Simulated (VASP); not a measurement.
Wanted: the native input for a VASP 6.6.1 run.

```yaml
Task: single point
Functional: revPBE
Potentials_or_basis: VASP PAW PBE potentials, release 64 (Os)
Cutoff: 520 eV
k_mesh: 15 × 15 × 4
Occupations: fermi-dirac, width 0.1 eV
Spin: no spin polarisation
Dipole_correction: no
Further_INCAR_settings: ALGO = Normal; EDIFF = 1e-06; NBANDS = 24
```

The structure of Os lies in POSCAR:

```
Os
1.0
    2.7123346440      0.0000000000      0.0000000000
   -1.3561673220      2.3489507052      0.0000000000
    0.0000000000      0.0000000000      8.7062883922
Os
4
Direct
    0.0000000000      0.0000000000      0.0000000000
    1.0000000000      1.0000000000      0.5000000000
    0.3333333333      0.6666666667      0.2500000000
    0.6666666667      0.3333333333      0.7500000000
```

One way to write it, as run:

INCAR

```
PREC = Accurate
ENCUT = 520
EDIFF = 1E-6
ISMEAR = -1
SIGMA = 0.1
LREAL = False
LASPH = True
NELM = 60
ALGO = Normal
ISIF = 2
LWAVE = False
LCHARG = False
GGA = RE
NBANDS = 24
```

KPOINTS

```
Automatic mesh
0
Gamma
  15 15 4
```

Potentials or basis: VASP PAW PBE potentials, release 64 (Os).

Run with:

```sh
$ cat potpaw_PBE.64/Os/POTCAR > POTCAR
$ mpirun -np 1 vasp_std > vasp.out
```

Results of the run:

```json
{
  "Pressure": "16.9 GPa",
  "Band gap on the k mesh": "zero (bands 16 and 17 overlap by 3.64 eV)"
}
```

Caveat: the cell stands under pressure; the PAW data sets were made with another functional, which shifts forces and pressure a little; spin-orbit coupling is left out, which moves the levels of the heavy elements.

Run time: 51 s on 1 thread of Intel(R) Xeon(R) 6975P-C (Granite Rapids), on a shared host, peak memory 0.22 GiB.
